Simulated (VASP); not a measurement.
# TaCl3F (P4mm) in VASP: notebook, part 2 of 2

VASP 6.6.1. Earlier steps stand in the parts before.

## 3. Relaxation of cell and atoms, PBE

This run uses another cell than the first one, of 23.15 Å³/atom.

Input file INCAR:

```
PREC = Accurate
ENCUT = 600
EDIFF = 1E-7
ISMEAR = 0
SIGMA = 0.15
LREAL = F
LASPH = T
NELM = 120
ALGO = Normal
ISIF = 3
LWAVE = F
LCHARG = F
GGA = PE
IBRION = 2
NSW = 36
EDIFFG = -0.08
GGA_COMPAT = F
NELMIN = 4
```

Input file KPOINTS:

```
Automatic mesh
0
Gamma
  3 3 2
```

Input file POSCAR:

```
TaCl3F
1.0
    4.4723291900      0.0000000000      0.0000000000
    0.0000000000      4.4723291900      0.0000000000
    0.0000000000      0.0000000000      5.7866315200
Ta Cl F
1 3 1
Direct
    0.5000000000      0.5000000000      0.9916230200
    0.0000000000      0.0000000000      0.2268915200
    0.0000000000      0.5000000000      0.6927249700
    0.5000000000      0.0000000000      0.6927249700
    0.0000000000      0.0000000000      0.5676180100
```

Potentials or basis: VASP PAW PBE potentials, release 64 (Ta_pv, Cl, F).

Launch:

```console
cat potpaw_PBE.64/Ta_pv/POTCAR potpaw_PBE.64/Cl/POTCAR potpaw_PBE.64/F/POTCAR > POTCAR
mpirun -np 1 vasp_std > vasp.out
```

OUTCAR:

```text
PREC = Accurate
   ENCUT = 600
   EDIFF = 1E-7
   ISMEAR = 0
   LREAL = F
   LASPH = T
   NELM = 120
   ISIF = 3
   GGA = PE
   IBRION = 2
   NSW = 36
   EDIFFG = -0.08
   NELMIN = 4

 ion  position               nearest neighbor table
   1  0.500  0.500  0.992-   3 2.83   4 2.83   4 2.83   3 2.83
   2  0.000  0.000  0.227-   5 1.97
   3  0.000  0.500  0.693-   1 2.83   1 2.83
   4  0.500  0.000  0.693-   1 2.83   1 2.83
   5  0.000  0.000  0.568-   2 1.97

  LATTYP: Found a simple tetragonal cell.
 ALAT       =     4.4723291900
 C/A-ratio  =     1.2938742374

  Lattice vectors:

 A1 = (   4.4723291900,   0.0000000000,   0.0000000000)
 A2 = (   0.0000000000,   4.4723291900,   0.0000000000)
 A3 = (   0.0000000000,   0.0000000000,   5.7866315200)

Analysis of symmetry for initial positions (statically):
=====================================================================
 Subroutine PRICEL returns:
 Original cell was already a primitive cell.

 Routine SETGRP: Setting up the symmetry group for a
 simple tetragonal supercell.

 Subroutine GETGRP returns: Found  8 space group operations
 (whereof  8 operations were pure point group operations)
 out of a pool of 16 trial point group operations.

The static configuration has the point symmetry C_4v.
[... 158 lines left out ...]
  Total       -2.8755957     -2.8755957     -1.8392545      0.0000000     -0.0000000      0.0000000
  in kB      -39.8056801    -39.8056801    -25.4600381      0.0000000     -0.0000000      0.0000000
  external PRESSURE =     -35.0237994 kB  Pullay stress =       0.0000000 kB
[... 98 lines left out ...]
  FREE ENERGIE OF THE ION-ELECTRON SYSTEM (eV)
  ---------------------------------------------------
  free  energy   TOTEN  =       -19.1630057585 eV

  energy  without entropy=      -19.0916598985  energy(sigma->0) =      -19.12733283

 E-fermi :  -0.1087     XC(G=0):  -7.6144

 val. band max:       -0.1178515879   @ k =   0.3333   0.3333   0.5000
 cond. band min:      -0.0978667563   @ k =   0.3333   0.0000   0.0000
 fundamental gap:      0.0199848316
 Fermi energy:        -0.1086937247

 k-point     1 :       0.0000    0.0000    0.0000
  band No.  band energies     occupation
      1     -36.4044      2.00000
      2     -36.4044      2.00000
      3     -36.3684      2.00000
      4     -19.4099      2.00000
      5     -17.3419      2.00000
      6     -16.4330      2.00000
[... 145 lines left out ...]
     22       0.4490      0.00000
     23       1.4612      0.00000

[... ionic steps 4 to 21 ...]

--------------------------------------- Ionic step       22  -------------------------------------------

 number of electron      38.9999994 magnetization

------------------------ aborting loop because EDIFF is reached ----------------------------------------
[... 73 lines left out ...]
--------------------------------------- Ionic step       24  -------------------------------------------

 number of electron      38.9999994 magnetization

 Free energy of the ion-electron system (eV)
  ---------------------------------------------------
  ext. energy  EPLUGINS =         0.00000000
  ---------------------------------------------------
  free energy    TOTEN  =       -20.94029394 eV

  energy without entropy =      -20.89200736  energy(sigma->0) =      -20.91615065

 E-fermi :   1.4877     XC(G=0):  -8.4984

 val. band max:        1.4634958192   @ k =   0.0000   0.0000   0.5000
 cond. band min:       1.4976308584   @ k =   0.3333   0.3333   0.5000
 fundamental gap:      0.0341350392
 Fermi energy:         1.4877111562

 k-point     1 :       0.0000    0.0000    0.0000
  band No.  band energies     occupation
      1     -34.7950      2.00000
      2     -34.7950      2.00000
      3     -34.7103      2.00000
      4     -18.0608      2.00000
      5     -15.9706      2.00000
      6     -14.0668      2.00000
[... 177 lines left out ...]
  FREE ENERGIE OF THE ION-ELECTRON SYSTEM (eV)
  ---------------------------------------------------
  free  energy   TOTEN  =       -20.9402939360 eV

  energy  without entropy=      -20.8920073640  energy(sigma->0) =      -20.91615065

 reached required accuracy - stopping structural energy minimisation
```

OSZICAR:

```text
N       E                     dE             d eps       ncg     rms          rms(c)
DAV:   1     0.336761561848E+03    0.33676E+03   -0.20942E+04   276   0.169E+03
DAV:   2     0.581253829313E+01   -0.33095E+03   -0.32604E+03   357   0.358E+02
DAV:   3    -0.229130423094E+02   -0.28726E+02   -0.28648E+02   347   0.996E+01
[... 356 lines left out ...]
DAV:   5    -0.209402963297E+02    0.52402E-04   -0.38376E-04   325   0.122E-01    0.401E-02
DAV:   6    -0.209402959103E+02    0.41941E-06   -0.36910E-05   318   0.382E-02    0.183E-02
DAV:   7    -0.209402948057E+02    0.11046E-05   -0.34772E-06   386   0.119E-02    0.767E-03
DAV:   8    -0.209402940068E+02    0.79886E-06   -0.70966E-07   297   0.597E-03    0.181E-03
DAV:   9    -0.209402939360E+02    0.70879E-07   -0.91139E-08   138   0.212E-03
  24 F= -.20940294E+02 E0= -.20916151E+02  d E =-.277361E-02
```

CONTCAR:

```text
TaCl3F
   1.00000000000000
     4.0297539085455938   -0.0000000000000000   -0.0000000000000000
    -0.0000000000000000    4.0297539085455938   -0.0000000000000000
     0.0000000000000000   -0.0000000000000000    7.1814662365163660
  Ta              Cl              F
     1     3     1
Direct
     0.5000000000000000    0.5000000000000000    0.9488613927256566
     0.0000000000000000    0.0000000000000000    0.1443096334839825
     0.0000000000000000    0.5000000000000000    0.7730439357560124
     0.5000000000000000    0.0000000000000000    0.7730439357560124
     0.0000000000000000    0.0000000000000000    0.5323235922783353

  0.00000000E+00  0.00000000E+00  0.00000000E+00
  0.00000000E+00  0.00000000E+00  0.00000000E+00
  0.00000000E+00  0.00000000E+00  0.00000000E+00
  0.00000000E+00  0.00000000E+00  0.00000000E+00
  0.00000000E+00  0.00000000E+00  0.00000000E+00
```

Wall time 5.1 min (1 thread of AMD EPYC 9R45 (Zen 5), shared host); peak memory 0.22 GiB.

What came out:

| Item | Value |
| --- | --- |
| Free energy | -20.9403 eV |
| Relaxed volume | 23.32 Å³/atom |
| Relaxed cell | a = 4.030 Å, b = 4.030 Å, c = 7.181 Å, α = 90.00°, β = 90.00°, γ = 90.00° |
| Space group after relaxing (to 0.1 Å) | P4mm (No. 99) |
| Energy gained by relaxing | 997.1 meV/atom |
| Ionic steps | 24 |
| Pressure after relaxing | -0.1 GPa |
| Largest force after relaxing | 0.028 eV/Å |
| Band gap on the k mesh | zero (an odd number of electrons rules out a gap without spin polarisation) |

Forces in eV/Å, atoms in the order of the input:
```
Ta   0.000  0.000  0.028
Cl   0.000  0.000 -0.022
Cl   0.000  0.000  0.001
Cl   0.000  0.000  0.001
F    0.000  0.000 -0.008
```

Step by step:
| step | energy change (eV) | largest force (eV/Å) | pressure (GPa) | volume (Å³) |
| --- | --- | --- | --- | --- |
| 1 | 0.0000 | 5.2646 | -3.50 | 115.74 |
| 2 | -2.7733 | 2.1760 | 0.37 | 107.47 |
| 3 | -3.2082 | 1.6666 | 5.54 | 103.83 |
| 4 | -3.2161 | 1.5840 | 6.54 | 103.27 |
| 5 | -3.9884 | 0.9910 | 1.69 | 114.80 |
| 6 | -4.1779 | 1.0149 | 0.14 | 122.88 |
| 7 | -4.1246 | 1.1088 | -1.01 | 139.54 |
| 8 | -4.2012 | 0.9532 | -0.55 | 131.33 |
| 9 | -4.4366 | 1.6980 | -0.22 | 129.56 |
| 10 | -4.7581 | 1.1881 | -1.29 | 123.02 |
| 11 | -4.8155 | 0.7503 | -0.93 | 126.28 |
| 12 | -4.8472 | 0.6547 | -1.10 | 125.24 |
| 13 | -4.8836 | 0.6050 | 2.25 | 118.26 |
| 14 | -4.8947 | 0.5882 | 1.08 | 120.43 |
| 15 | -4.9438 | 0.2797 | 0.01 | 120.60 |
| 16 | -4.9454 | 0.4252 | -0.21 | 120.64 |
| 17 | -4.9575 | 0.4507 | 0.64 | 119.87 |
| 18 | -4.9612 | 0.2497 | 0.34 | 120.13 |
| 19 | -4.9678 | 0.1989 | -0.69 | 121.14 |
| 20 | -4.9679 | 0.2046 | -0.57 | 121.02 |
| 21 | -4.9769 | 0.1555 | -0.35 | 119.70 |
| 22 | -4.9827 | 0.2803 | 0.15 | 117.15 |
| 23 | -4.9848 | 0.0903 | -0.24 | 116.37 |
| 24 | -4.9855 | 0.0278 | -0.12 | 116.62 |

Final structure:
```
CELL_PARAMETERS angstrom
4.02975 0.00000 0.00000
0.00000 4.02975 0.00000
0.00000 0.00000 7.18147
ATOMIC_POSITIONS crystal
Ta 0.50000 0.50000 0.94886
Cl 0.00000 0.00000 0.14431
Cl 0.00000 0.50000 0.77304
Cl 0.50000 0.00000 0.77304
F 0.00000 0.00000 0.53232
```

Caveat: the k points lie up to 0.52 Å⁻¹ apart in the final cell, too coarse for converged energies and pressures of a metal; a cell axis changed by over 15 % at a fixed basis, so the end point is rough; spin-orbit coupling is left out, which moves the levels of the heavy elements; an odd number of electrons without spin polarisation forces a metal; a magnetic or distorted state may lie lower.

## 4. Relaxation of cell and atoms, PBE

This run uses another cell than the first one, of 23.78 Å³/atom.

Input file INCAR:

```
  ALGO = Normal
  EDIFF = 1E-7
  EDIFFG = -0.08
  ENCUT = 600
  GGA = PE
  GGA_COMPAT = F
  IBRION = 2
  ISIF = 3
  ISMEAR = 0
  LASPH = T
  LCHARG = F
  LREAL = F
  LWAVE = F
  NELM = 120
  NELMIN = 4
  NSW = 36
  PREC = Accurate
  SIGMA = 0.15
```

Input file KPOINTS:

```
k-points
0
Gamma
  3 3 3
```

Input file POSCAR:

```
TaCl3F
1.0
    4.9084814700      0.0000000000      0.0000000000
    0.0000000000      4.9084814700      0.0000000000
    0.0000000000      0.0000000000      4.9357118900
Ta Cl F
1 3 1
Direct
    0.5000000000      0.5000000000      0.5120000200
    0.5000000000      0.5000000000      0.9739999800
    0.0000000000      0.5000000000      0.5000000000
    0.5000000000      0.0000000000      0.5000000000
    0.0000000000      0.0000000000      0.0000000000
```

Launch:

```console
cat potpaw_PBE.64/Ta_pv/POTCAR potpaw_PBE.64/Cl/POTCAR potpaw_PBE.64/F/POTCAR > POTCAR
mpirun -np 1 vasp_std > vasp.out
```

It took 85 s on 1 thread of AMD EPYC 9R45 (Zen 5), shared host; peak memory 0.22 GiB.

Results (log left out):

* Free energy: -23.3433 eV
* Relaxed volume: 21.51 Å³/atom
* Relaxed cell: a = 4.751 Å, b = 4.751 Å, c = 4.765 Å, α = 90.00°, β = 90.00°, γ = 90.00°
* Space group after relaxing (to 0.1 Å): Pm-3m (No. 221)
* Energy gained by relaxing: 60.3 meV/atom
* Ionic steps: 6
* Pressure after relaxing: -0.3 GPa
* Largest force after relaxing: 0.048 eV/Å
* Band gap on the k mesh: zero (an odd number of electrons rules out a gap without spin polarisation)

Forces on the atoms (eV/Å):
```
Ta   0.000  0.000  0.048
Cl   0.000  0.000 -0.033
Cl   0.000  0.000 -0.008
Cl   0.000  0.000 -0.008
F    0.000  0.000  0.001
```

Stress tensor (GPa, compression positive):
```
-0.20  0.00  0.00
 0.00 -0.20  0.00
 0.00  0.00 -0.49
```

The path:
| step | energy change (eV) | largest force (eV/Å) | pressure (GPa) | volume (Å³) |
| --- | --- | --- | --- | --- |
| 1 | 0.0000 | 0.8873 | -4.83 | 118.92 |
| 2 | -0.2434 | 0.8859 | 0.73 | 106.98 |
| 3 | -0.2434 | 0.8865 | 0.69 | 107.04 |
| 4 | -0.2930 | 0.2016 | 0.46 | 106.55 |
| 5 | -0.2963 | 0.0739 | 0.55 | 106.38 |
| 6 | -0.3013 | 0.0477 | -0.30 | 107.56 |

Final structure:
```xyz
5
Lattice="4.7511 0.0000 0.0000 0.0000 4.7511 0.0000 0.0000 0.0000 4.7649" Properties=species:S:1:pos:R:3 pbc="T T T"
Ta    2.3756    2.3756    2.3602
Cl    2.3756    2.3756    4.7482
Cl    0.0000    2.3756    2.3677
Cl    2.3756    0.0000    2.3677
F     0.0000    4.7511    0.0018
```

Levels at points of the mesh, in eV from the Fermi level:
```csv
k point,band 16,band 17,band 18,band 19,band 20,band 21,band 22,band 23
"(0.00, 0.00, 0.00)",-3.77,-1.52,-1.51,-1.51,-0.15,-0.14,-0.14,0.47
```

Caveat: the k points lie up to 0.44 Å⁻¹ apart in the final cell, too coarse for converged energies and pressures of a metal; spin-orbit coupling is left out, which moves the levels of the heavy elements; an odd number of electrons without spin polarisation forces a metal; a magnetic or distorted state may lie lower; the relaxation stopped at a loose force limit of 0.08 eV/Å, so its end isn't a converged minimum.

## 5. The runs side by side

| cell | k mesh | gap on the mesh (eV) | pressure (GPa) | relaxed volume (Å³/atom) | largest force (eV/Å) |
| --- | --- | --- | --- | --- | --- |
| relaxed from a = 4.416, b = 4.416, c = 4.768 Å, 5 atoms, atomic positions A | 3 × 3 × 3 | none | 0.0 | 22.03 | 0.06 |
| relaxed from a = 4.472, b = 4.472, c = 5.787 Å, 5 atoms, atomic positions B | 3 × 3 × 2 | none | -0.1 | 23.32 | 0.03 |
| relaxed from a = 4.908, b = 4.908, c = 4.936 Å, 5 atoms, atomic positions C | 3 × 3 × 3 | none | -0.3 | 21.51 | 0.05 |

Alike in all rows: task relaxation of cell and atoms; level PBE; potentials or basis VASP PAW PBE potentials, release 64 (Ta_pv, Cl, F); no spin polarisation; cutoff (eV) 600; smearing gaussian 0.15 eV.

Caveats: all runs use coarse meshes; spin-orbit coupling is left out, which moves the levels of the heavy elements; an odd number of electrons without spin polarisation forces a metal; a magnetic or distorted state may lie lower; the relaxation stopped at a loose force limit of 0.08 eV/Å, so its end isn't a converged minimum (at least some runs); the volume moved by over 15 % at a fixed basis, so the end points are rough (at least some runs); a cell axis changed by over 15 % at a fixed basis, so the end point is rough (at least some runs).

Total energies depend on the potentials used, so only differences within one code and one set of settings carry meaning.
